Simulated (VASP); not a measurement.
Set up this calculation in VASP 6.6.1, as the native input.

| Quantity | Value |
| --- | --- |
| Task | single point |
| Functional | PBE |
| Potentials or basis | VASP PAW PBE potentials, release 64 (Sn_d, H) |
| Cutoff | 520 eV |
| k mesh | 12 × 12 × 4 |
| Occupations | gaussian, width 0.1 eV |
| Spin | no spin polarisation |
| Dipole correction | no |
| Further INCAR settings | ALGO = Normal; EDIFF = 1e-06; NBANDS = 38 |

The structure of Sn2H lies in POSCAR:

```
Sn2H
1.0
    3.5039694167      0.0000000000      0.0000000000
   -1.7519847084      3.0345265290      0.0000000000
    0.0000000000      0.0000000000     12.2185280233
Sn H
4 2
Direct
    0.0000000000      0.0000000000      0.7466005045
    0.0000000000      0.0000000000      0.2533994955
    0.0000000000      0.0000000000      0.5000000000
    0.0000000000      0.0000000000      0.0000000000
    0.3333333333      0.6666666667      0.5000000000
    0.6666666667      0.3333333333      0.5000000000
```

The cell was generated, and may not be a known phase.

These files were run (other wordings do the same):

INCAR

```
ALGO     = Normal         # electronic algorithm
EDIFF    = 1E-6           # SCF threshold, eV
ENCUT    = 520            # plane-wave cutoff, eV
GGA      = PE             # functional
ISIF     = 2              # what is computed and relaxed
ISMEAR   = 0              # smearing method
LASPH    = T              # aspherical terms in the spheres
LCHARG   = F              # write CHGCAR
LREAL    = F              # projectors in reciprocal space
LWAVE    = F              # write WAVECAR
NBANDS   = 38             # bands
NELM     = 80             # most SCF steps
PREC     = Accurate       # precision mode
SIGMA    = 0.1            # smearing width, eV
```

KPOINTS

```
k-points
0
Gamma
  12 12 4
```

Potentials or basis: VASP PAW PBE potentials, release 64 (Sn_d, H).

The run is started by

```console
$ cat potpaw_PBE.64/Sn_d/POTCAR potpaw_PBE.64/H/POTCAR > POTCAR
$ mpirun -np 1 vasp_std > vasp.out
```

Results of the run:

```
Pressure               : -0.1 GPa
Largest force          : 0.006 eV/Å
Band gap on the k mesh : zero (bands 29 and 30 overlap by 6.03 eV)
```

Caveat: spin-orbit coupling is left out, which moves the levels of the heavy elements.

Wall time 4.1 min on 1 thread of Intel(R) Xeon(R) Platinum 8559C (Emerald Rapids), with other jobs on the host, peak memory 0.37 GiB.
